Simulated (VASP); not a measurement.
# Ba (Fm-3m) in VASP: further runs

Runs on Ba. Level: PBEsol. Tasks: single point.

All numbers are computed with VASP 6.6.1; they aren't measurements. Logs are shortened: lines on timing, memory, paths and dates and some standing lists are left out, and cuts for length are marked.

### 1 The cell of the first run

Symmetry: Fm-3m, No. 225, cubic system. The conventional cell has a = 5.338 Å, b = 5.338 Å, c = 5.338 Å, α = 90.00°, β = 90.00°, γ = 90.00°. Ba (site symmetry m-3m) has 12 Ba at 3.77 Å within 5.0 Å.

### 2 Single point, PBEsol (volume scaled by 0.65)

Input file INCAR:

```
PREC     = Accurate       # precision mode
ENCUT    = 520            # plane-wave cutoff, eV
EDIFF    = 1E-7           # SCF threshold, eV
ISMEAR   = -1             # smearing method
SIGMA    = 0.08           # smearing width, eV
LREAL    = False          # projectors in reciprocal space
LASPH    = True           # aspherical terms in the spheres
NELM     = 100            # most SCF steps
ALGO     = Normal         # electronic algorithm
ISIF     = 2              # what is computed and relaxed
LWAVE    = False          # write WAVECAR
LCHARG   = False          # write CHGCAR
GGA      = PS             # functional
NBANDS   = 11             # bands
```

Input file KPOINTS:

```
Automatic mesh
0
Gamma
  12 12 12
```

Input file POSCAR:

```
Ba
1.0
    0.0000000000      2.6690620498      2.6690620498
    2.6690620498      0.0000000000      2.6690620498
    2.6690620498      2.6690620498      0.0000000000
Ba
1
Direct
    0.0000000000      0.0000000000      0.0000000000
```

Potentials or basis: VASP PAW PBE potentials, release 64 (Ba_sv).

Launch:

```bash
$ cat potpaw_PBE.64/Ba_sv/POTCAR > POTCAR
$ mpirun -np 1 vasp_std > vasp.out
```

OUTCAR:

```text
PREC = Accurate
   ENCUT = 520
   EDIFF = 1E-7
   ISMEAR = -1
   LREAL = False
   LASPH = True
   NELM = 100
   ISIF = 2
   GGA = PS

 ion  position               nearest neighbor table
   1  0.000  0.000  0.000-

  LATTYP: Found a face centered cubic cell.
 ALAT       =     5.3381240996

  Lattice vectors:

 A1 = (   0.0000000000,   2.6690620498,   2.6690620498)
 A2 = (   2.6690620498,   0.0000000000,   2.6690620498)
 A3 = (   2.6690620498,   2.6690620498,   0.0000000000)

Analysis of symmetry for initial positions (statically):
=====================================================================
 Subroutine PRICEL returns:
 Original cell was already a primitive cell.

 Routine SETGRP: Setting up the symmetry group for a
 face centered cubic supercell.

 Subroutine GETGRP returns: Found 48 space group operations
 (whereof 48 operations were pure point group operations)
 out of a pool of 48 trial point group operations.

The static configuration has the point symmetry O_h .

Analysis of symmetry for dynamics (positions and initial velocities):
=====================================================================
 Subroutine PRICEL returns:
 Original cell was already a primitive cell.

 Routine SETGRP: Setting up the symmetry group for a
 face centered cubic supercell.

 Subroutine GETGRP returns: Found 48 space group operations
 (whereof 48 operations were pure point group operations)
 out of a pool of 48 trial point group operations.

The dynamic configuration has the point symmetry O_h .

 Subroutine INISYM returns: Found 48 space group operations
 (whereof 48 operations are pure point group operations),
 and found     1 'primitive' translations

----------------------------------------------------------------------------------------

                                     Primitive cell

  volume of cell :      38.0282

  direct lattice vectors                    reciprocal lattice vectors
     0.000000000  2.669062050  2.669062050    -0.187331726  0.187331726  0.187331726
     2.669062050  0.000000000  2.669062050     0.187331726 -0.187331726  0.187331726
     2.669062050  2.669062050  0.000000000     0.187331726  0.187331726 -0.187331726

  length of vectors
     3.774623750  3.774623750  3.774623750     0.324468067  0.324468067  0.324468067

  position of ions in fractional coordinates (direct lattice)
     0.000000000  0.000000000  0.000000000

  ion indices of the primitive-cell ions
   primitive index   ion index
                 1           1

----------------------------------------------------------------------------------------

 KPOINTS: Automatic mesh

Automatic generation of k-mesh.
 Grid dimensions read from file:
 generate k-points for:   12   12   12

 Generating k-lattice:

  Cartesian coordinates                     Fractional coordinates (reciprocal lattice)
    -0.015610977  0.015610977  0.015610977     0.083333333  0.000000000  0.000000000
     0.015610977 -0.015610977  0.015610977     0.000000000  0.083333333  0.000000000
     0.015610977  0.015610977 -0.015610977     0.000000000  0.000000000  0.083333333

  Length of vectors
     0.027039006  0.027039006  0.027039006

  Shift w.r.t. Gamma in fractional coordinates (k-lattice)
     0.000000000  0.000000000  0.000000000

 Subroutine IBZKPT returns following result:
 ===========================================

 Found     72 irreducible k-points:

 Following reciprocal coordinates:
            Coordinates               Weight
  0.000000  0.000000  0.000000      1.000000
  0.083333  0.000000  0.000000      8.000000
  0.166667  0.000000  0.000000      8.000000
  0.250000  0.000000  0.000000      8.000000
  0.333333  0.000000  0.000000      8.000000
  0.416667  0.000000  0.000000      8.000000
[... 16 lines left out ...]
  0.500000  0.166667  0.000000     24.000000
 -0.416667  0.166667  0.000000     24.000000
 [... further k-points ...]
   k-points           NKPTS =     72   k-points in BZ     NKDIM =     72   number of bands    NBANDS=     11
   number of dos      NEDOS =    301   number of ions     NIONS =      1
   total plane-waves  NPLWV =  21952
   dimension x,y,z NGX =    28 NGY =   28 NGZ =   28
   dimension x,y,z NGXF=    56 NGYF=   56 NGZF=   56
   ions per type =               1
   NGX,Y,Z   is equivalent  to a cutoff of  12.33, 12.33, 12.33 a.u.
   NGXF,Y,Z  is equivalent  to a cutoff of  24.66, 24.66, 24.66 a.u.
 SYSTEM =  unknown system
   PREC   = accura    normal or accurate (medium, high low for compatibility)
   ISTART =      0    job   : 0-new  1-cont  2-samecut
   ICHARG =      2    charge: 1-file 2-atom 10-const
   ISPIN  =      1    spin polarized calculation?
   LNONCOLLINEAR =      F non collinear calculations
   LSORBIT =      F    spin-orbit coupling
   LASPH  =      T    aspherical Exc in radial PAW
   ENCUT  =  520.0 eV  38.22 Ry    6.18 a.u.   7.02  7.02  7.02*2*pi/ulx,y,z
   NELM   =    100;   NELMIN=  2; NELMDL= -5     # of ELM steps
   EDIFF  = 0.1E-06   stopping-criterion for ELM
   LREAL  =      F    real-space projection
   EDIFFG = 0.1E-05   stopping-criterion for IOM
   NSW    =      0    number of steps for IOM
   IBRION =     -1    ionic relax: 0-MD 1-quasi-New 2-CG
   NFREE  =      0    steps in history (QN), initial steepest desc. (CG)
   ISIF   =      2    stress and relaxation
   ISYM   =      2    0-nonsym 1-usesym 2-fastsym
   POTIM  = 0.5000    time-step for ionic-motion
   TEBEG  =    0.0;   TEEND  =   0.0 temperature during run
   PSTRESS=    0.0 pullay stress
   NELECT =      10.0000    total number of electrons
   NUPDOWN=      -1.0000    fix difference up-down
   EMIN   =  10.00;   EMAX   =-10.00  energy-range for DOS
   EFERMI =   0.00;   METHOD = LEGACY
   ISMEAR =    -1;   SIGMA  =   0.08  broadening in eV -4-tet -1-fermi 0-gaus
   EFERMI_NEDOS =   21; number of points for ismear=-14 and -15
   IALGO  =     38    algorithm
   IMIX   =      4    mixing-type and parameters
     AMIX     =   0.40;   BMIX     =  1.00
     AMIX_MAG =   1.60;   BMIX_MAG =  1.00
  volume/ion in A,a.u.               =      38.03       256.63
  Fermi-wavevector in a.u.,A,eV,Ry     =   1.048833  1.982006 14.967085  1.100050
  Thomas-Fermi vector in A             =   2.183770
   LORBIT       =      0    0 simple, 1 ext, 2 COOP (PROOUT), +10 PAW based schemes
   GGA     = PS    functional components
   LHFCALC =     F    Hartree Fock is set to
   AEXX    =    0.0000 exact exchange contribution
   IVDW    =     0    specifies the selected vdW correction
   LEPSILON=     F    determine dielectric tensor
   LRPA    =     F    only Hartree local field effects (RPA)
 non-spin polarized calculation
  energy-cutoff  :      520.00
  volume of cell :       38.03
 maximum number of plane-waves:      1036
   NGX = 13   NGY = 13   NGZ = 13

 number of electron      10.0000000 magnetization

 number of electron       9.9999999 magnetization

 Free energy of the ion-electron system (eV)
  ---------------------------------------------------
  ext. energy  EPLUGINS =         0.00000000
  ---------------------------------------------------
  free energy    TOTEN  =        -1.82497386 eV

  energy without entropy =       -1.79573190  energy(sigma->0) =       -1.81035288

 E-fermi :   3.5959     XC(G=0):  -9.3490

 val. band max:        3.4954317909   @ k =  -0.2500   0.4167   0.1667
 cond. band min:       3.5966535812   @ k =   0.3333   0.2500   0.0000
 fundamental gap:      0.1012217902
 Fermi energy:         3.5958657148

 k-point     1 :       0.0000    0.0000    0.0000
  band No.  band energies     occupation
      1     -24.7553      2.00000
      2      -8.9407      2.00000
      3      -8.9407      2.00000
      4      -8.9407      2.00000
      5       1.0245      2.00000
      6       5.8538      0.00000
      7       5.8538      0.00000
      8       5.8538      0.00000
      9       8.6305      0.00000
     10       8.6305      0.00000
     11      10.7742      0.00000

 k-point     2 :       0.0833    0.0000    0.0000
  band No.  band energies     occupation
      1     -24.7353      2.00000
      2      -9.1028      2.00000
      3      -8.9581      2.00000
      4      -8.9581      2.00000
      5       1.2662      2.00000
      6       5.6131      0.00000
      7       5.9598      0.00000
      8       5.9598      0.00000
      9       8.4408      0.00000
     10       8.4408      0.00000
     11      11.2876      0.00000

 k-point     3 :       0.1667    0.0000    0.0000
  band No.  band energies     occupation
      1     -24.6800      2.00000
      2      -9.5174      2.00000
      3      -9.0050      2.00000
      4      -9.0050      2.00000
      5       1.8569      2.00000
      6       5.2144      0.00000
      7       6.1645      0.00000
      8       6.1645      0.00000
      9       8.1782      0.00000
     10       8.1782      0.00000
     11      11.8947      0.00000

 k-point     4 :       0.2500    0.0000    0.0000
  band No.  band energies     occupation
      1     -24.6028      2.00000
      2     -10.0315      2.00000
      3      -9.0676      2.00000
      4      -9.0676      2.00000
      5       2.3974      2.00000
      6       5.2062      0.00000
      7       6.1444      0.00000
      8       6.1444      0.00000
      9       8.4196      0.00000
     10       8.4196      0.00000
     11      11.2825      0.00000
[... 239 lines left out ...]
 k-point    22 :       0.4167    0.1667    0.0000
  band No.  band energies     occupation
      1     -24.4591      2.00000
      2     -10.5552      2.00000
      3      -9.4160      2.00000
      4      -9.3142      2.00000
      5       3.0774      1.99694
      6       4.6443      0.00000
      7       5.4985      0.00000
      8       6.6425      0.00000
      9       9.7436      0.00000
     10      10.7532      0.00000
     11      12.5882      0.00000

 k-point    23 :       0.5000    0.1667    0.0000
  band No.  band energies     occupation
      1     -24.4170      2.00000
      2     -10.7491      2.00000
      3      -9.5254      2.00000
      4      -9.3088      2.00000
      5       3.0847      1.99665
      6       4.5545      0.00001
      7       6.1828      0.00000
      8       6.3868      0.00000
      9      10.7299      0.00000
     10      10.9679      0.00000
     11      12.8140      0.00000

 k-point    24 :      -0.4167    0.1667    0.0000
  band No.  band energies     occupation
      1     -24.4114      2.00000
      2     -10.7671      2.00000
      3      -9.5944      2.00000
      4      -9.2646      2.00000
      5       3.1752      1.98965
      6       4.5622      0.00001
      7       6.2574      0.00000
      8       6.4180      0.00000
      9      10.0750      0.00000
     10      11.3000      0.00000
     11      12.6991      0.00000

 [... further k-points ...]

------------------------ aborting loop because EDIFF is reached ----------------------------------------

  FORCE on cell =-STRESS in cart. coord.  units (eV):
  Direction    XX          YY          ZZ          XY          YZ          ZX
  --------------------------------------------------------------------------------------
  -------------------------------------------------------------------------------------
  Total        1.5223802      1.5223802      1.5223802     -0.0000000     -0.0000000      0.0000000
  in kB       64.1398145     64.1398145     64.1398145     -0.0000000     -0.0000000      0.0000000
  external PRESSURE =      64.1398145 kB  Pullay stress =       0.0000000 kB

 VOLUME and BASIS-vectors are now :
 -----------------------------------------------------------------------------
  energy-cutoff  :      520.00
  volume of cell :       38.03
      direct lattice vectors                 reciprocal lattice vectors
     0.000000000  2.669062050  2.669062050    -0.187331726  0.187331726  0.187331726
     2.669062050  0.000000000  2.669062050     0.187331726 -0.187331726  0.187331726
     2.669062050  2.669062050  0.000000000     0.187331726  0.187331726 -0.187331726

 POSITION                                       TOTAL-FORCE (eV/Angst)
 -----------------------------------------------------------------------------------
      0.00000      0.00000      0.00000         0.000000      0.000000      0.000000
 -----------------------------------------------------------------------------------
    total drift:                               -0.000000     -0.000000     -0.000000

  FREE ENERGIE OF THE ION-ELECTRON SYSTEM (eV)
  ---------------------------------------------------
  free  energy   TOTEN  =        -1.8249738619 eV

  energy  without entropy=       -1.7957319024  energy(sigma->0) =       -1.81035288
```

Run time: 52 s. Hardware: 1 thread of AMD EPYC 7R13, shared host; peak memory 0.14 GiB.

Results:

| Item | Value |
| --- | --- |
| Free energy | -1.8250 eV |
| Pressure | 6.4 GPa |
| Band gap on the k mesh | zero (band 5 reaches 3.99 eV, above the bottom of band 6 at 2.67 eV) |

Caveat: the PAW data sets were made with another functional, which shifts forces and pressure a little; spin-orbit coupling is left out, which moves the levels of the heavy elements.

### 3 Single point, PBEsol (volume scaled by 0.65)

Input file INCAR:

```
SYSTEM = Ba
PREC = Accurate
ENCUT = 520
EDIFF = 1E-6
ISMEAR = -1
SIGMA = 0.08
LREAL = .False.
LASPH = .True.
NELM = 100
ALGO = Normal
ISIF = 2
LWAVE = .False.
LCHARG = .True.
GGA = PS
LELF = .True.
LVHAR = .True.
NBANDS = 11
```

Input file KPOINTS:

```
Automatic mesh
0
Gamma
  12 12 12
  0 0 0
```

POSCAR is that of step 2.

Potentials or basis: VASP PAW PBE potentials, release 64 (Ba_sv).

Launch:

```bash
$ cat potpaw_PBE.64/Ba_sv/POTCAR > POTCAR
$ mpirun -np 1 vasp_std > vasp.out
```

Run time: 53 s. Hardware: 1 thread of AMD EPYC 7R13, shared host; peak memory 0.14 GiB.

It converged, with:

| Property | Result |
| --- | --- |
| Free energy | -1.8250 eV |
| Pressure | 6.4 GPa |
| Band gap on the k mesh | zero (band 5 reaches 3.99 eV, above the bottom of band 6 at 2.67 eV) |

Levels at points of the mesh, in eV from the Fermi level:
| k point | band 2 | band 3 | band 4 | band 5 | band 6 | band 7 | band 8 | band 9 |
| --- | --- | --- | --- | --- | --- | --- | --- | --- |
| (0.00, 0.00, 0.00) | -12.54 | -12.54 | -12.54 | -2.57 | 2.26 | 2.26 | 2.26 | 5.03 |
| (0.50, 0.00, 0.00) | -14.53 | -12.78 | -12.78 | -1.19 | 1.98 | 1.98 | 3.43 | 7.28 |
| (0.50, 0.50, 0.00) | -14.38 | -13.24 | -13.24 | -1.65 | -0.92 | 5.22 | 7.35 | 8.02 |

Caveat: the PAW data sets were made with another functional, which shifts forces and pressure a little; spin-orbit coupling is left out, which moves the levels of the heavy elements.
